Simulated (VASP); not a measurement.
# PbS (Galena) (Fm-3m) in VASP: further runs

The runs below take PbS (Galena) through single point, relaxation of cell and atoms, with PBE, PBE+D4.

Program: VASP 6.6.1. These are calculated values, not measurements. Logs are shortened: lines on timing, memory, paths and dates and some standing lists are left out, and cuts for length are marked.

## 1. The cell of the first run

It takes space group Fm-3m (No. 225, cubic). The conventional cell has a = 5.941 Å, b = 5.941 Å, c = 5.941 Å, α = 90.00°, β = 90.00°, γ = 90.00°. Pb (site symmetry m-3m) has 6 S at 2.97 Å within 3.9 Å. Within 3.9 Å of S (site symmetry m-3m) lie 6 Pb at 2.97 Å.

## 2. Single point, PBE

File INCAR:

```
PREC = Accurate ; ENCUT = 500
EDIFF = 1E-6 ; ISMEAR = 0
SIGMA = 0.01 ; LREAL = False
LASPH = True ; NELM = 120
ALGO = Normal ; ISIF = 2
LWAVE = False ; LCHARG = False
GGA = PE ; NBANDS = 17
GGA_COMPAT = False
```

File KPOINTS:

```
Automatic mesh
0
Gamma
  4 4 4
```

File POSCAR:

```
PbS
1.0
    0.0000000000      2.9705684010      2.9705684010
    2.9705684010      0.0000000000      2.9705684010
    2.9705684010      2.9705684010      0.0000000000
Pb S
1 1
Direct
    0.0000000000      0.0000000000      0.0000000000
    0.5000000000      0.5000000000      0.5000000000
```

Potentials or basis: VASP PAW PBE potentials, release 64 (Pb_d, S).

Run with:

```sh
> cat potpaw_PBE.64/Pb_d/POTCAR potpaw_PBE.64/S/POTCAR > POTCAR
> mpirun -np 1 vasp_std > vasp.out
```

OUTCAR:

```text
PREC = Accurate
   ENCUT = 500
   EDIFF = 1E-6
   ISMEAR = 0
   LREAL = False
   LASPH = True
   NELM = 120
   ISIF = 2
   GGA = PE

 ion  position               nearest neighbor table
   1  0.000  0.000  0.000-   2 2.97   2 2.97   2 2.97   2 2.97   2 2.97   2 2.97
   2  0.500  0.500  0.500-   1 2.97   1 2.97   1 2.97   1 2.97   1 2.97   1 2.97

  LATTYP: Found a face centered cubic cell.
 ALAT       =     5.9411368020

  Lattice vectors:

 A1 = (   0.0000000000,   2.9705684010,   2.9705684010)
 A2 = (   2.9705684010,   0.0000000000,   2.9705684010)
 A3 = (   2.9705684010,   2.9705684010,   0.0000000000)

Analysis of symmetry for initial positions (statically):
=====================================================================
 Subroutine PRICEL returns:
 Original cell was already a primitive cell.

 Routine SETGRP: Setting up the symmetry group for a
 face centered cubic supercell.

 Subroutine GETGRP returns: Found 48 space group operations
 (whereof 48 operations were pure point group operations)
 out of a pool of 48 trial point group operations.

The static configuration has the point symmetry O_h .

Analysis of symmetry for dynamics (positions and initial velocities):
=====================================================================
 Subroutine PRICEL returns:
 Original cell was already a primitive cell.

 Routine SETGRP: Setting up the symmetry group for a
 face centered cubic supercell.

 Subroutine GETGRP returns: Found 48 space group operations
 (whereof 48 operations were pure point group operations)
 out of a pool of 48 trial point group operations.

The dynamic configuration has the point symmetry O_h .

 Subroutine INISYM returns: Found 48 space group operations
 (whereof 48 operations are pure point group operations),
 and found     1 'primitive' translations

----------------------------------------------------------------------------------------

                                     Primitive cell

  volume of cell :      52.4262

  direct lattice vectors                    reciprocal lattice vectors
     0.000000000  2.970568401  2.970568401    -0.168317956  0.168317956  0.168317956
     2.970568401  0.000000000  2.970568401     0.168317956 -0.168317956  0.168317956
     2.970568401  2.970568401  0.000000000     0.168317956  0.168317956 -0.168317956

  length of vectors
     4.201018121  4.201018121  4.201018121     0.291535251  0.291535251  0.291535251

  position of ions in fractional coordinates (direct lattice)
     0.000000000  0.000000000  0.000000000
     0.500000000  0.500000000  0.500000000

  ion indices of the primitive-cell ions
   primitive index   ion index
                 1           1
                 2           2

----------------------------------------------------------------------------------------

 KPOINTS: Automatic mesh

Automatic generation of k-mesh.
 Grid dimensions read from file:
 generate k-points for:    4    4    4

 Generating k-lattice:

  Cartesian coordinates                     Fractional coordinates (reciprocal lattice)
    -0.042079489  0.042079489  0.042079489     0.250000000  0.000000000  0.000000000
     0.042079489 -0.042079489  0.042079489     0.000000000  0.250000000  0.000000000
     0.042079489  0.042079489 -0.042079489     0.000000000  0.000000000  0.250000000

  Length of vectors
     0.072883813  0.072883813  0.072883813

  Shift w.r.t. Gamma in fractional coordinates (k-lattice)
     0.000000000  0.000000000  0.000000000

 Subroutine IBZKPT returns following result:
 ===========================================

 Found      8 irreducible k-points:

 Following reciprocal coordinates:
            Coordinates               Weight
  0.000000  0.000000  0.000000      1.000000
  0.250000  0.000000  0.000000      8.000000
  0.500000  0.000000  0.000000      4.000000
  0.250000  0.250000  0.000000      6.000000
  0.500000  0.250000  0.000000     24.000000
 -0.250000  0.250000  0.000000     12.000000
  0.500000  0.500000  0.000000      3.000000
 -0.250000  0.500000  0.250000      6.000000
   k-points           NKPTS =      8   k-points in BZ     NKDIM =      8   number of bands    NBANDS=     17
   number of dos      NEDOS =    301   number of ions     NIONS =      2
   total plane-waves  NPLWV =  32768
   dimension x,y,z NGX =    32 NGY =   32 NGZ =   32
   dimension x,y,z NGXF=    64 NGYF=   64 NGZF=   64
   ions per type =               1   1
   NGX,Y,Z   is equivalent  to a cutoff of  12.66, 12.66, 12.66 a.u.
   NGXF,Y,Z  is equivalent  to a cutoff of  25.33, 25.33, 25.33 a.u.
 SYSTEM =  unknown system
   PREC   = accura    normal or accurate (medium, high low for compatibility)
   ISTART =      0    job   : 0-new  1-cont  2-samecut
   ICHARG =      2    charge: 1-file 2-atom 10-const
   ISPIN  =      1    spin polarized calculation?
   LNONCOLLINEAR =      F non collinear calculations
   LSORBIT =      F    spin-orbit coupling
   LASPH  =      T    aspherical Exc in radial PAW
   ENCUT  =  500.0 eV  36.75 Ry    6.06 a.u.   7.66  7.66  7.66*2*pi/ulx,y,z
   NELM   =    120;   NELMIN=  2; NELMDL= -5     # of ELM steps
   EDIFF  = 0.1E-05   stopping-criterion for ELM
   LREAL  =      F    real-space projection
   EDIFFG = 0.1E-04   stopping-criterion for IOM
   NSW    =      0    number of steps for IOM
   IBRION =     -1    ionic relax: 0-MD 1-quasi-New 2-CG
   NFREE  =      0    steps in history (QN), initial steepest desc. (CG)
   ISIF   =      2    stress and relaxation
   ISYM   =      2    0-nonsym 1-usesym 2-fastsym
   POTIM  = 0.5000    time-step for ionic-motion
   TEBEG  =    0.0;   TEEND  =   0.0 temperature during run
   PSTRESS=    0.0 pullay stress
   NELECT =      20.0000    total number of electrons
   NUPDOWN=      -1.0000    fix difference up-down
   EMIN   =  10.00;   EMAX   =-10.00  energy-range for DOS
   EFERMI =   0.00;   METHOD = LEGACY
   ISMEAR =     0;   SIGMA  =   0.01  broadening in eV -4-tet -1-fermi 0-gaus
   EFERMI_NEDOS =   21; number of points for ismear=-14 and -15
   IALGO  =     38    algorithm
   IMIX   =      4    mixing-type and parameters
     AMIX     =   0.40;   BMIX     =  1.00
     AMIX_MAG =   1.60;   BMIX_MAG =  1.00
  volume/ion in A,a.u.               =      26.21       176.89
  Fermi-wavevector in a.u.,A,eV,Ry     =   1.187322  2.243714 19.180597  1.409734
  Thomas-Fermi vector in A             =   2.323476
   LORBIT       =      0    0 simple, 1 ext, 2 COOP (PROOUT), +10 PAW based schemes
   GGA     = PE    functional components
   LHFCALC =     F    Hartree Fock is set to
   AEXX    =    0.0000 exact exchange contribution
   IVDW    =     0    specifies the selected vdW correction
   LEPSILON=     F    determine dielectric tensor
   LRPA    =     F    only Hartree local field effects (RPA)
 non-spin polarized calculation
 Gauss-broadening in eV      SIGMA  =   0.01
  energy-cutoff  :      500.00
  volume of cell :       52.43
 maximum number of plane-waves:      1363
 NGX is ok and might be reduce to    32
   NGX = 15   NGY = 15   NGZ = 15

 number of electron      19.9999999 magnetization

 Free energy of the ion-electron system (eV)
  ---------------------------------------------------
  ext. energy  EPLUGINS =         0.00000000
  ---------------------------------------------------
  free energy    TOTEN  =        -8.74541532 eV

  energy without entropy =       -8.74541532  energy(sigma->0) =       -8.74541532

 E-fermi :   5.8080     XC(G=0):  -9.6614

 val. band max:        5.7520447654   @ k =   0.5000   0.0000   0.0000
 cond. band min:       6.1334641013   @ k =   0.5000   0.0000   0.0000
 fundamental gap:      0.3814193359
 Fermi energy:         5.8079690421

 k-point     1 :       0.0000    0.0000    0.0000
  band No.  band energies     occupation
      1     -11.0574      2.00000
      2     -11.0574      2.00000
      3     -11.0574      2.00000
      4     -11.0410      2.00000
      5     -11.0410      2.00000
      6      -7.7962      2.00000
[... 9 lines left out ...]
     16      12.5005      0.00000
     17      14.4226      0.00000

 k-point     2 :       0.2500    0.0000    0.0000
  band No.  band energies     occupation
      1     -11.0603      2.00000
      2     -11.0603      2.00000
      3     -11.0553      2.00000
      4     -11.0307      2.00000
      5     -11.0307      2.00000
      6      -7.2975      2.00000
[... 9 lines left out ...]
     16      13.7175      0.00000
     17      17.6246      0.00000

 k-point     3 :       0.5000    0.0000    0.0000
  band No.  band energies     occupation
      1     -11.0742      2.00000
      2     -11.0742      2.00000
      3     -11.0541      2.00000
      4     -11.0091      2.00000
      5     -11.0091      2.00000
      6      -6.5669      2.00000
[... 9 lines left out ...]
     16      15.8880      0.00000
     17      16.2927      0.00000

 k-point     4 :       0.2500    0.2500    0.0000
  band No.  band energies     occupation
      1     -11.0980      2.00000
      2     -11.0698      2.00000
      3     -11.0283      2.00000
      4     -11.0282      2.00000
      5     -11.0282      2.00000
      6      -7.1104      2.00000
[... 9 lines left out ...]
     16      15.7524      0.00000
     17      15.7698      0.00000

 k-point     5 :       0.5000    0.2500    0.0000
  band No.  band energies     occupation
      1     -11.1283      2.00000
      2     -11.0586      2.00000
      3     -11.0432      2.00000
      4     -11.0193      2.00000
      5     -11.0053      2.00000
      6      -6.3732      2.00000
[... 9 lines left out ...]
     16      16.5124      0.00000
     17      17.1713      0.00000

 k-point     6 :      -0.2500    0.2500    0.0000
  band No.  band energies     occupation
      1     -11.0887      2.00000
      2     -11.0571      2.00000
      3     -11.0433      2.00000
      4     -11.0262      2.00000
      5     -11.0259      2.00000
      6      -6.6329      2.00000
[... 9 lines left out ...]
     16      15.6044      0.00000
     17      16.4687      0.00000

 k-point     7 :       0.5000    0.5000    0.0000
  band No.  band energies     occupation
      1     -11.1918      2.00000
      2     -11.0823      2.00000
      3     -11.0157      2.00000
      4     -10.9975      2.00000
      5     -10.9975      2.00000
      6      -6.1439      2.00000
[... 9 lines left out ...]
     16      18.0233      0.00000
     17      18.0384      0.00000

 k-point     8 :      -0.2500    0.5000    0.2500
  band No.  band energies     occupation
      1     -11.1485      2.00000
      2     -11.0411      2.00000
      3     -11.0411      2.00000
      4     -11.0395      2.00000
      5     -10.9975      2.00000
      6      -6.1042      2.00000
[... 9 lines left out ...]
     16      17.7394      0.00000
     17      18.0129      0.00000

------------------------ aborting loop because EDIFF is reached ----------------------------------------

  FORCE on cell =-STRESS in cart. coord.  units (eV):
  Direction    XX          YY          ZZ          XY          YZ          ZX
  --------------------------------------------------------------------------------------
  -------------------------------------------------------------------------------------
  Total        0.6370085      0.6370085      0.6370085      0.0000000      0.0000000     -0.0000000
  in kB       19.4673651     19.4673651     19.4673651      0.0000000      0.0000000     -0.0000000
  external PRESSURE =      19.4673651 kB  Pullay stress =       0.0000000 kB

 VOLUME and BASIS-vectors are now :
 -----------------------------------------------------------------------------
  energy-cutoff  :      500.00
  volume of cell :       52.43
      direct lattice vectors                 reciprocal lattice vectors
     0.000000000  2.970568401  2.970568401    -0.168317956  0.168317956  0.168317956
     2.970568401  0.000000000  2.970568401     0.168317956 -0.168317956  0.168317956
     2.970568401  2.970568401  0.000000000     0.168317956  0.168317956 -0.168317956

 POSITION                                       TOTAL-FORCE (eV/Angst)
 -----------------------------------------------------------------------------------
      0.00000      0.00000      0.00000         0.000000      0.000000     -0.000000
      2.97057      2.97057      2.97057         0.000000      0.000000      0.000000
 -----------------------------------------------------------------------------------
    total drift:                                0.000000     -0.000000     -0.000000

  FREE ENERGIE OF THE ION-ELECTRON SYSTEM (eV)
  ---------------------------------------------------
  free  energy   TOTEN  =        -8.7454153226 eV

  energy  without entropy=       -8.7454153226  energy(sigma->0) =       -8.74541532
```

Wall time 12 s (1 thread of Intel Xeon 8259CL, shared host); peak memory 0.17 GiB.

What came out:

- Free energy: -8.7454 eV
- Pressure: 1.9 GPa
- Band gap on the k mesh: 0.38 eV, direct

Caveat: the k points lie up to 0.46 Å⁻¹ apart; spin-orbit coupling is left out, which moves the levels of the heavy elements. A k mesh can miss the band edges.

## 3. Single point, PBE+D4

This run uses another cell than the first one, of 26.12 Å³/atom, 0.997 times its volume.

File INCAR:

```
SYSTEM = PbS
PREC = Accurate ; ENCUT = 500
EDIFF = 1E-6 ; ISMEAR = -1
SIGMA = 0.02 ; LREAL = .False.
LASPH = .True. ; NELM = 120
ALGO = Normal ; ISIF = 2
LWAVE = .False. ; LCHARG = .False.
GGA = PE ; IVDW = 13
NBANDS = 17 ; GGA_COMPAT = .False.
```

File KPOINTS:

```
regular mesh
0
Gamma
  6 6 6
  0 0 0
```

File POSCAR:

```
PbS
1.0
    0.0000000000      2.9671236703      2.9671236703
    2.9671236703      0.0000000000      2.9671236703
    2.9671236703      2.9671236703      0.0000000000
Pb S
1 1
Direct
    0.0000000000      0.0000000000      0.0000000000
    0.5000000000      0.5000000000      0.5000000000
```

Potentials or basis: VASP PAW PBE potentials, release 64 (Pb_d, S).

Run with:

```sh
> cat potpaw_PBE.64/Pb_d/POTCAR potpaw_PBE.64/S/POTCAR > POTCAR
> mpirun -np 1 vasp_std > vasp.out
```

OUTCAR:

```text
SYSTEM = PbS
   PREC = Accurate
   ENCUT = 500
   EDIFF = 1E-6
   ISMEAR = -1
   LREAL = .False.
   LASPH = .True.
   NELM = 120
   ISIF = 2
   GGA = PE
   IVDW = 13

 ion  position               nearest neighbor table
   1  0.000  0.000  0.000-   2 2.97   2 2.97   2 2.97   2 2.97   2 2.97   2 2.97
   2  0.500  0.500  0.500-   1 2.97   1 2.97   1 2.97   1 2.97   1 2.97   1 2.97

  LATTYP: Found a face centered cubic cell.
 ALAT       =     5.9342473406

  Lattice vectors:

 A1 = (   0.0000000000,   2.9671236703,   2.9671236703)
 A2 = (   2.9671236703,   0.0000000000,   2.9671236703)
 A3 = (   2.9671236703,   2.9671236703,   0.0000000000)

Analysis of symmetry for initial positions (statically):
=====================================================================
 Subroutine PRICEL returns:
 Original cell was already a primitive cell.

 Routine SETGRP: Setting up the symmetry group for a
 face centered cubic supercell.

 Subroutine GETGRP returns: Found 48 space group operations
 (whereof 48 operations were pure point group operations)
 out of a pool of 48 trial point group operations.

The static configuration has the point symmetry O_h .

Analysis of symmetry for dynamics (positions and initial velocities):
[... 152 lines left out ...]
 val. band max:        5.8011525992   @ k =   0.5000   0.0000   0.0000
 cond. band min:       6.1714766386   @ k =   0.5000   0.0000   0.0000
 fundamental gap:      0.3703240394
 Fermi energy:         5.9863147714

 k-point     1 :       0.0000    0.0000    0.0000
  band No.  band energies     occupation
      1     -11.0169      2.00000
      2     -11.0169      2.00000
      3     -11.0169      2.00000
      4     -11.0005      2.00000
      5     -11.0005      2.00000
      6      -7.7830      2.00000
[... 297 lines left out ...]
      4     -10.9786      2.00000
      5     -10.9562      2.00000
      6      -6.0877      2.00000
[... 9 lines left out ...]
     16      17.6424      0.00000
     17      18.0581      0.00000

------------------------ aborting loop because EDIFF is reached ----------------------------------------

  DFT-D4 for vdW energy calculation

  Edisp (eV):   -0.75597

  FORCE on cell =-STRESS in cart. coord.  units (eV):
  Direction    XX          YY          ZZ          XY          YZ          ZX
  --------------------------------------------------------------------------------------
  -------------------------------------------------------------------------------------
  Total      -0.01574    -0.01574    -0.01574     0.00000     0.00000    -0.00000
  in kB      -0.48276    -0.48276    -0.48276     0.00000     0.00000    -0.00000
  external pressure =       -0.48 kB  Pullay stress =        0.00 kB

 VOLUME and BASIS-vectors are now :
 -----------------------------------------------------------------------------
  energy-cutoff  :      500.00
  volume of cell :       52.24
      direct lattice vectors                 reciprocal lattice vectors
     0.000000000  2.967123670  2.967123670    -0.168513367  0.168513367  0.168513367
     2.967123670  0.000000000  2.967123670     0.168513367 -0.168513367  0.168513367
     2.967123670  2.967123670  0.000000000     0.168513367  0.168513367 -0.168513367

 POSITION                                       TOTAL-FORCE (eV/Angst)
 -----------------------------------------------------------------------------------
      0.00000      0.00000      0.00000        -0.000000      0.000000      0.000000
      2.96712      2.96712      2.96712         0.000000     -0.000000     -0.000000
 -----------------------------------------------------------------------------------
    total drift:                                0.000000     -0.000000     -0.000000

  FREE ENERGIE OF THE ION-ELECTRON SYSTEM (eV)
  ---------------------------------------------------
  free  energy   TOTEN  =        -9.5144948300 eV

  energy  without entropy=       -9.5144933813  energy(sigma->0) =       -9.51449411
```

stdout:

```text
POSCAR found type information on POSCAR PbS
 POSCAR found :  2 types and       2 ions
 scaLAPACK will be used
 LDA part: xc-table for (Slater+PW92), standard interpolation
 POSCAR, INCAR and KPOINTS ok, starting setup
 FFT: planning ... GRIDC
 FFT: planning ... GRID_SOFT
 FFT: planning ... GRID
 WAVECAR not read
 entering main loop
```

It took 19 s on 1 thread of Intel Xeon 8259CL, shared host; peak memory 0.17 GiB.

What came out:

| Quantity | Value |
| --- | --- |
| Free energy | -9.5145 eV |
| Pressure | 0.0 GPa |
| Band gap on the k mesh | 0.37 eV, direct |
| Dispersion energy per atom | -0.378 eV |

Caveat: spin-orbit coupling is left out, which moves the levels of the heavy elements.

[end of part 1 of 2]
